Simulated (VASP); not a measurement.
A run of VASP 6.6.1:

INCAR

```
PREC = Accurate
ENCUT = 520
EDIFF = 1E-6
ISMEAR = -1
SIGMA = 0.05
LREAL = F
LASPH = T
NELM = 60
ALGO = Normal
ISIF = 2
LWAVE = F
LCHARG = F
GGA = PE
NBANDS = 10
```

The input KPOINTS:

```
regular mesh
0
Gamma
  21 21 21
```

POSCAR

```
B
1.0
   -1.8911083568      1.8911083568      0.7818881516
    1.8911083568     -1.8911083568      0.7818881516
    1.8911083568      1.8911083568     -0.7818881516
B
2
Direct
   -0.3750000000     -0.1250000000     -0.2500000000
    0.3750000000      0.1250000000      0.2500000000
```

Potentials or basis: VASP PAW PBE potentials, release 64 (B).

The run is started by

```sh
$ cat potpaw_PBE.64/B/POTCAR > POTCAR
$ mpirun -np 1 vasp_std > vasp.out
```

Hardware: 1 thread of Intel Xeon 8259CL (shared host).

Q: How long does it take, and how much memory?

A: It took 82 s on 1 thread of Intel Xeon 8259CL (shared host), peak memory 0.19 GiB. Counts: scf iterations 10, k points 726.
